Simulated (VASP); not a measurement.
Set up this calculation in VASP 6.6.1, as the native input.

```
Task                   : relaxation of cell and atoms
Functional             : r2SCAN
Dispersion             : D4
Potentials or basis    : VASP PAW PBE potentials, release 64 (Si, F)
Cutoff                 : 600 eV
k mesh                 : 12 × 12 × 12
Occupations            : fermi-dirac, width 0.05 eV
Spin                   : no spin polarisation
Dipole correction      : no
Further INCAR settings : ALGO = Normal; EDIFF = 1e-06; IBRION = 2; EDIFFG = -0.01; NSW = 60; ISIF = 3
```

Crystal: SiF.

```
CELL_PARAMETERS angstrom
1.33860 0.77284 3.89831
-1.33860 0.77284 3.89831
0.00000 -1.54568 3.89831
ATOMIC_POSITIONS crystal
Si 0.50000 0.50000 0.50000
F 0.00000 0.00000 0.00000
```

One way to write it, as run:

POSCAR

```
SiF
1.0
    1.3386000000      0.7728400000      3.8983100000
   -1.3386000000      0.7728400000      3.8983100000
    0.0000000000     -1.5456800000      3.8983100000
Si F
1 1
Direct
    0.5000000000      0.5000000000      0.5000000000
    0.0000000000      0.0000000000      0.0000000000
```

INCAR.step1

```
PREC = Accurate
ENCUT = 600
ISMEAR = -1
SIGMA = 0.05
LREAL = F
LASPH = T
NELM = 100
GGA = PE
ALGO = Normal
EDIFF = 1E-4
LWAVE = T
LCHARG = F
```

INCAR.step2

```
PREC = Accurate
ENCUT = 600
EDIFF = 1E-6
ISMEAR = -1
SIGMA = 0.05
LREAL = F
LASPH = T
NELM = 100
ALGO = Normal
ISIF = 3
LWAVE = F
LCHARG = F
METAGGA = R2SCAN
LMIXTAU = T
IVDW = 13
VDW_S6 = 1.0
VDW_S8 = 0.6018749
VDW_A1 = 0.51559235
VDW_A2 = 5.77342911
IBRION = 2
NSW = 60
EDIFFG = -0.01
ISTART = 1
```

KPOINTS

```
Automatic mesh
0
Gamma
  12 12 12
```

Potentials or basis: VASP PAW PBE potentials, release 64 (Si, F).

Launch:

```console
$ cat potpaw_PBE.64/Si/POTCAR potpaw_PBE.64/F/POTCAR > POTCAR
$ cp INCAR.step1 INCAR
$ mpirun -np 1 vasp_std > vasp.out
$ cp INCAR.step2 INCAR
$ mpirun -np 1 vasp_std > vasp.out
```

Results of the run:

The relaxed volume is 11.50 Å³/atom, the relaxed cell is a = 4.177 Å, b = 4.177 Å, c = 4.177 Å, α = 36.43°, β = 36.43°, γ = 36.43° and the space group after relaxing (to 0.1 Å) is R-3m (No. 166). The energy gained by relaxing is 9.9 meV/atom. The ionic steps are 7 and the pressure after relaxing is 0.0 GPa. The band gap on the k mesh is zero (an odd number of electrons rules out a gap without spin polarisation). The dispersion energy per atom is -0.089 eV.

Caveat: the PAW data sets were made with another functional, which shifts forces and pressure a little; an odd number of electrons without spin polarisation forces a metal; a magnetic or distorted state may lie lower.

Run time: 13 min on 1 thread of Intel(R) Xeon(R) 6975P-C (Granite Rapids), on a shared host, peak memory 0.26 GiB.
